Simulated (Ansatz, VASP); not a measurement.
**NbTe: VASP beside Ansatz**

```xyz
2
Lattice="3.7030 0.0000 0.0000 -1.8515 3.2069 0.0000 0.0000 0.0000 3.6942" Properties=species:S:1:pos:R:3 pbc="T T T"
Te    1.8515    1.0690    0.0000
Nb    0.0000    0.0000    1.8471
```

Alike in both runs: functional LDA; k mesh 8 × 8 × 7; occupations fermi-dirac, width 0.05 eV; no spin polarisation; Hubbard terms Nb d U = 5.0 eV.

|  | VASP | Ansatz |
| --- | --- | --- |
| version | VASP 6.6.1 | Ansatz 0.2.0 |
| potentials or method | VASP PAW LDA potentials, release 64 (Te, Nb_sv) | Ansatz PAW |
| plane-wave cutoff (eV) | 520 | 420 |
| valence electrons in the cell | 19 | 29 |
| task | single point | band structure |

|  | VASP | Ansatz | Ansatz less VASP |
| --- | --- | --- | --- |
| gap on the k mesh at the Fermi level (eV) | none | none | - |
| pressure (GPa) | -3.3 | -6.2 | -2.92 |
| traceless stress, the component that is largest in VASP (GPa) | 0.95 | 0.21 | -0.747 |

LDA's correlation is that of Perdew and Zunger in VASP and of Perdew and Wang (1992) in Ansatz. The programs project onto different local orbitals, so the same U acts differently, and such runs can settle in different states. A gap of «none» marks a metal or a gap that the smearing closes. VASP's potentials hold 19 valence electrons a cell and Ansatz's 29, so a difference there can come from the potentials and not from the codes.

Spin-orbit coupling is off throughout.
